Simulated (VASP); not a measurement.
# Au (Fm-3m) in VASP: notebook

Au is run at these levels: LDA; tasks: single point.

All numbers are computed with VASP 6.6.1; they aren't measurements. Logs are shortened: lines on timing, memory, paths and dates and some standing lists are left out, and cuts for length are marked.

**1. The cell of the first run**

Symmetry: Fm-3m, No. 225, cubic system. Conventional cell: a = 4.048 Å, b = 4.048 Å, c = 4.048 Å, α = 90.00°, β = 90.00°, γ = 90.00°. Within 3.8 Å of Au (site symmetry m-3m) lie 12 Au at 2.86 Å.

**2. Single point, LDA**

Contents of INCAR:

```
PREC = Accurate ; ENCUT = 520
EDIFF = 1E-6 ; ISMEAR = 0
SIGMA = 0.1 ; LREAL = False
LASPH = True ; NELM = 80
ALGO = Normal ; ISIF = 2
LWAVE = False ; LCHARG = True
GGA = CA ; LELF = True
LVHAR = True ; NBANDS = 12
```

Contents of KPOINTS:

```
Automatic mesh
0
Gamma
  14 14 14
```

Contents of POSCAR:

```
Au
1.0
    0.0000000000      2.0238282766      2.0238282766
    2.0238282766      0.0000000000      2.0238282766
    2.0238282766      2.0238282766      0.0000000000
Au
1
Direct
    0.0000000000      0.0000000000      0.0000000000
```

Potentials or basis: VASP PAW LDA potentials, release 64 (Au).

The run is started by

```sh
$ cat potpaw_LDA.64/Au/POTCAR > POTCAR
$ mpirun -np 1 vasp_std > vasp.out
```

OUTCAR:

```text
PREC = Accurate
   ENCUT = 520
   EDIFF = 1E-6
   ISMEAR = 0
   LREAL = False
   LASPH = True
   NELM = 80
   ISIF = 2
   GGA = CA

 ion  position               nearest neighbor table
   1  0.000  0.000  0.000-

  LATTYP: Found a face centered cubic cell.
 ALAT       =     4.0476565532

  Lattice vectors:

 A1 = (   0.0000000000,   2.0238282766,   2.0238282766)
 A2 = (   2.0238282766,   0.0000000000,   2.0238282766)
 A3 = (   2.0238282766,   2.0238282766,   0.0000000000)

Analysis of symmetry for initial positions (statically):
=====================================================================
 Subroutine PRICEL returns:
 Original cell was already a primitive cell.

 Routine SETGRP: Setting up the symmetry group for a
 face centered cubic supercell.

 Subroutine GETGRP returns: Found 48 space group operations
 (whereof 48 operations were pure point group operations)
 out of a pool of 48 trial point group operations.

The static configuration has the point symmetry O_h .

Analysis of symmetry for dynamics (positions and initial velocities):
=====================================================================
 Subroutine PRICEL returns:
 Original cell was already a primitive cell.

 Routine SETGRP: Setting up the symmetry group for a
 face centered cubic supercell.

 Subroutine GETGRP returns: Found 48 space group operations
 (whereof 48 operations were pure point group operations)
 out of a pool of 48 trial point group operations.

The dynamic configuration has the point symmetry O_h .

 Subroutine INISYM returns: Found 48 space group operations
 (whereof 48 operations are pure point group operations),
 and found     1 'primitive' translations

----------------------------------------------------------------------------------------

                                     Primitive cell

  volume of cell :      16.5787

  direct lattice vectors                    reciprocal lattice vectors
     0.000000000  2.023828277  2.023828277    -0.247056534  0.247056534  0.247056534
     2.023828277  0.000000000  2.023828277     0.247056534 -0.247056534  0.247056534
     2.023828277  2.023828277  0.000000000     0.247056534  0.247056534 -0.247056534

  length of vectors
     2.862125397  2.862125397  2.862125397     0.427914470  0.427914470  0.427914470

  position of ions in fractional coordinates (direct lattice)
     0.000000000  0.000000000  0.000000000

  ion indices of the primitive-cell ions
   primitive index   ion index
                 1           1

----------------------------------------------------------------------------------------

 KPOINTS: Automatic mesh

Automatic generation of k-mesh.
 Grid dimensions read from file:
 generate k-points for:   14   14   14

 Generating k-lattice:

  Cartesian coordinates                     Fractional coordinates (reciprocal lattice)
    -0.017646895  0.017646895  0.017646895     0.071428571  0.000000000  0.000000000
     0.017646895 -0.017646895  0.017646895     0.000000000  0.071428571  0.000000000
     0.017646895  0.017646895 -0.017646895     0.000000000  0.000000000  0.071428571

  Length of vectors
     0.030565319  0.030565319  0.030565319

  Shift w.r.t. Gamma in fractional coordinates (k-lattice)
     0.000000000  0.000000000  0.000000000

 Subroutine IBZKPT returns following result:
 ===========================================

 Found    104 irreducible k-points:

 Following reciprocal coordinates:
            Coordinates               Weight
  0.000000  0.000000  0.000000      1.000000
  0.071429  0.000000  0.000000      8.000000
  0.142857  0.000000  0.000000      8.000000
  0.214286  0.000000  0.000000      8.000000
  0.285714  0.000000  0.000000      8.000000
  0.357143  0.000000  0.000000      8.000000
[... 16 lines left out ...]
  0.214286  0.142857  0.000000     24.000000
  0.285714  0.142857  0.000000     24.000000
 [... further k-points ...]
   k-points           NKPTS =    104   k-points in BZ     NKDIM =    104   number of bands    NBANDS=     12
   number of dos      NEDOS =    301   number of ions     NIONS =      1
   total plane-waves  NPLWV =  13824
   dimension x,y,z NGX =    24 NGY =   24 NGZ =   24
   dimension x,y,z NGXF=    48 NGYF=   48 NGZF=   48
   ions per type =               1
   NGX,Y,Z   is equivalent  to a cutoff of  13.94, 13.94, 13.94 a.u.
   NGXF,Y,Z  is equivalent  to a cutoff of  27.88, 27.88, 27.88 a.u.
 SYSTEM =  unknown system
   PREC   = accura    normal or accurate (medium, high low for compatibility)
   ISTART =      0    job   : 0-new  1-cont  2-samecut
   ICHARG =      2    charge: 1-file 2-atom 10-const
   ISPIN  =      1    spin polarized calculation?
   LNONCOLLINEAR =      F non collinear calculations
   LSORBIT =      F    spin-orbit coupling
   LASPH  =      T    aspherical Exc in radial PAW
   ENCUT  =  520.0 eV  38.22 Ry    6.18 a.u.   5.32  5.32  5.32*2*pi/ulx,y,z
   NELM   =     80;   NELMIN=  2; NELMDL= -5     # of ELM steps
   EDIFF  = 0.1E-05   stopping-criterion for ELM
   LREAL  =      F    real-space projection
   EDIFFG = 0.1E-04   stopping-criterion for IOM
   NSW    =      0    number of steps for IOM
   IBRION =     -1    ionic relax: 0-MD 1-quasi-New 2-CG
   NFREE  =      0    steps in history (QN), initial steepest desc. (CG)
   ISIF   =      2    stress and relaxation
   ISYM   =      2    0-nonsym 1-usesym 2-fastsym
   POTIM  = 0.5000    time-step for ionic-motion
   TEBEG  =    0.0;   TEEND  =   0.0 temperature during run
   PSTRESS=    0.0 pullay stress
   NELECT =      11.0000    total number of electrons
   NUPDOWN=      -1.0000    fix difference up-down
   EMIN   =  10.00;   EMAX   =-10.00  energy-range for DOS
   EFERMI =   0.00;   METHOD = LEGACY
   ISMEAR =     0;   SIGMA  =   0.10  broadening in eV -4-tet -1-fermi 0-gaus
   EFERMI_NEDOS =   21; number of points for ismear=-14 and -15
   IALGO  =     38    algorithm
   IMIX   =      4    mixing-type and parameters
     AMIX     =   0.40;   BMIX     =  1.00
     AMIX_MAG =   1.60;   BMIX_MAG =  1.00
  volume/ion in A,a.u.               =      16.58       111.88
  Fermi-wavevector in a.u.,A,eV,Ry     =   1.427870  2.698283 27.739740  2.038813
  Thomas-Fermi vector in A             =   2.547993
   LORBIT       =      0    0 simple, 1 ext, 2 COOP (PROOUT), +10 PAW based schemes
   GGA     = CA    functional components
   LHFCALC =     F    Hartree Fock is set to
   AEXX    =    0.0000 exact exchange contribution
   IVDW    =     0    specifies the selected vdW correction
   LEPSILON=     F    determine dielectric tensor
   LRPA    =     F    only Hartree local field effects (RPA)
 non-spin polarized calculation
 Gauss-broadening in eV      SIGMA  =   0.10
  energy-cutoff  :      520.00
  volume of cell :       16.58
 maximum number of plane-waves:       459
 NGX is ok and might be reduce to    24
   NGX = 11   NGY = 11   NGZ = 11

 number of electron      10.9999999 magnetization

 Free energy of the ion-electron system (eV)
  ---------------------------------------------------
  ext. energy  EPLUGINS =         0.00000000
  ---------------------------------------------------
  free energy    TOTEN  =        -4.44343201 eV

  energy without entropy =       -4.44217171  energy(sigma->0) =       -4.44280186

 E-fermi :   9.7194     XC(G=0): -13.1434

 val. band max:        9.6490233669   @ k =   0.5000   0.2857   0.1429
 cond. band min:       9.7929537231   @ k =   0.5000   0.3571   0.1429
 fundamental gap:      0.1439303562
 Fermi energy:         9.7194337323

 k-point     1 :       0.0000    0.0000    0.0000
  band No.  band energies     occupation
      1      -0.4515      2.00000
      2       4.8951      2.00000
      3       4.8951      2.00000
      4       4.8951      2.00000
      5       6.5106      2.00000
      6       6.5106      2.00000
      7      24.2016      0.00000
      8      28.3168      0.00000
      9      28.3168      0.00000
     10      28.3168      0.00000
     11      33.4358      0.00000
     12      38.3259      0.00000

 k-point     2 :       0.0714    0.0000    0.0000
  band No.  band energies     occupation
      1      -0.2691      2.00000
      2       4.8338      2.00000
      3       4.9589      2.00000
      4       4.9589      2.00000
      5       6.4815      2.00000
      6       6.4815      2.00000
      7      24.4257      0.00000
      8      27.2398      0.00000
      9      28.5452      0.00000
     10      28.5452      0.00000
     11      34.2809      0.00000
     12      36.4765      0.00000

 k-point     3 :       0.1429    0.0000    0.0000
  band No.  band energies     occupation
      1       0.2517      2.00000
      2       4.6981      2.00000
      3       5.1068      2.00000
      4       5.1068      2.00000
      5       6.4431      2.00000
      6       6.4431      2.00000
      7      24.6668      0.00000
      8      25.4118      0.00000
      9      29.1671      0.00000
     10      29.1671      0.00000
     11      32.9779      0.00000
     12      35.3174      0.00000

 k-point     4 :       0.2143    0.0000    0.0000
  band No.  band energies     occupation
      1       1.0042      2.00000
      2       4.6456      2.00000
      3       5.2028      2.00000
      4       5.2028      2.00000
      5       6.5400      2.00000
      6       6.5400      2.00000
      7      22.4419      0.00000
      8      25.4676      0.00000
      9      29.8821      0.00000
     10      29.8821      0.00000
     11      31.6522      0.00000
     12      33.4559      0.00000

 k-point     5 :       0.2857    0.0000    0.0000
  band No.  band energies     occupation
      1       1.7156      2.00000
      2       4.9929      2.00000
      3       5.1457      2.00000
      4       5.1457      2.00000
      5       6.8638      2.00000
      6       6.8638      2.00000
      7      19.6741      0.00000
      8      25.0674      0.00000
      9      29.6210      0.00000
     10      29.6210      0.00000
     11      32.1098      0.00000
     12      32.9460      0.00000
[... 228 lines left out ...]
      1       0.0278      2.00000
      2       4.7173      2.00000
      3       5.0485      2.00000
      4       5.0887      2.00000
      5       6.3400      2.00000
      6       6.5520      2.00000
      7      24.7499      0.00000
      8      26.2654      0.00000
      9      28.0745      0.00000
     10      29.3131      0.00000
     11      33.6260      0.00000
     12      35.9504      0.00000

 k-point    22 :       0.1429    0.1429    0.0000
  band No.  band energies     occupation
      1       0.4933      2.00000
      2       4.4179      2.00000
      3       5.3378      2.00000
      4       5.3378      2.00000
      5       6.0116      2.00000
      6       6.7244      2.00000
      7      25.3742      0.00000
      8      26.6113      0.00000
      9      27.4708      0.00000
     10      27.4708      0.00000
     11      33.4887      0.00000
     12      34.8161      0.00000

 k-point    23 :       0.2143    0.1429    0.0000
  band No.  band energies     occupation
      1       1.0787      2.00000
      2       4.2169      2.00000
      3       5.4391      2.00000
      4       5.5427      2.00000
      5       5.9947      2.00000
      6       6.8520      2.00000
      7      24.6303      0.00000
      8      25.9771      0.00000
      9      26.8983      0.00000
     10      28.0499      0.00000
     11      31.3734      0.00000
     12      34.4779      0.00000

 k-point    24 :       0.2857    0.1429    0.0000
  band No.  band energies     occupation
      1       1.8258      2.00000
      2       4.1311      2.00000
      3       5.1979      2.00000
      4       5.6232      2.00000
      5       6.5344      2.00000
      6       7.1063      2.00000
      7      21.9270      0.00000
      8      25.9438      0.00000
      9      26.3295      0.00000
     10      28.2677      0.00000
     11      31.1541      0.00000
     12      34.2825      0.00000

 [... further k-points ...]

------------------------ aborting loop because EDIFF is reached ----------------------------------------

  FORCE on cell =-STRESS in cart. coord.  units (eV):
  Direction    XX          YY          ZZ          XY          YZ          ZX
  --------------------------------------------------------------------------------------
  -------------------------------------------------------------------------------------
  Total        0.0536329      0.0536329      0.0536329      0.0000000      0.0000000      0.0000000
  in kB        5.1831135      5.1831135      5.1831135      0.0000000      0.0000000      0.0000000
  external PRESSURE =       5.1831135 kB  Pullay stress =       0.0000000 kB

 VOLUME and BASIS-vectors are now :
 -----------------------------------------------------------------------------
  energy-cutoff  :      520.00
  volume of cell :       16.58
      direct lattice vectors                 reciprocal lattice vectors
     0.000000000  2.023828277  2.023828277    -0.247056534  0.247056534  0.247056534
     2.023828277  0.000000000  2.023828277     0.247056534 -0.247056534  0.247056534
     2.023828277  2.023828277  0.000000000     0.247056534  0.247056534 -0.247056534

 POSITION                                       TOTAL-FORCE (eV/Angst)
 -----------------------------------------------------------------------------------
      0.00000      0.00000      0.00000         0.000000      0.000000      0.000000
 -----------------------------------------------------------------------------------
    total drift:                               -0.000000      0.000000      0.000000

  FREE ENERGIE OF THE ION-ELECTRON SYSTEM (eV)
  ---------------------------------------------------
  free  energy   TOTEN  =        -4.4434320113 eV

  energy  without entropy=       -4.4421717101  energy(sigma->0) =       -4.44280186
```

It used 22 s of CPU time on 1 thread of AMD EPYC 7R13 Processor (Zen 3) (shared host).

What came out:

| Item | Value |
| --- | --- |
| Free energy | -4.4434 eV |
| Pressure | 0.5 GPa |

Caveat: spin-orbit coupling is left out, which moves the levels of the heavy elements.

**3. Single point, LDA**

Contents of INCAR:

```
ALGO = Normal
EDIFF = 1E-6
ENCUT = 520
ISIF = 2
ISMEAR = -1
LASPH = T
LCHARG = F
LREAL = F
LWAVE = F
NBANDS = 12
NELM = 80
PREC = Accurate
SIGMA = 0.15
```

Contents of KPOINTS:

```
k-points
0
Gamma
  16 16 16
```

Contents of POSCAR:

```
Au
1.0
    0.0000000000      2.0240596987      2.0240596987
    2.0240596987      0.0000000000      2.0240596987
    2.0240596987      2.0240596987      0.0000000000
Au
1
Direct
    0.0000000000      0.0000000000      0.0000000000
```

Potentials or basis: VASP PAW LDA potentials, release 64 (Au).

The run is started by

```sh
$ cat potpaw_LDA.64/Au/POTCAR > POTCAR
$ mpirun -np 1 vasp_std > vasp.out
```

It took 40 s on 1 thread of AMD EPYC 7R13 (Zen 3), shared host; peak memory 0.12 GiB.

Results (log left out):

- Free energy: -4.4554 eV
- Pressure: 0.5 GPa

Levels at points of the mesh, in eV from the Fermi level:
```tsv
k point	band 3	band 4	band 5	band 6	band 7	band 8	band 9	band 10
(0.00, 0.00, 0.00)	-4.87	-4.87	-3.25	-3.25	14.44	18.55	18.55	18.55
(0.50, 0.00, 0.00)	-4.90	-1.99	-1.99	-1.14	3.19	13.90	17.22	17.22
(0.50, 0.50, 0.00)	-2.03	-1.65	-1.65	0.88	5.96	9.99	9.99	17.54
```

Caveat: spin-orbit coupling is left out, which moves the levels of the heavy elements.
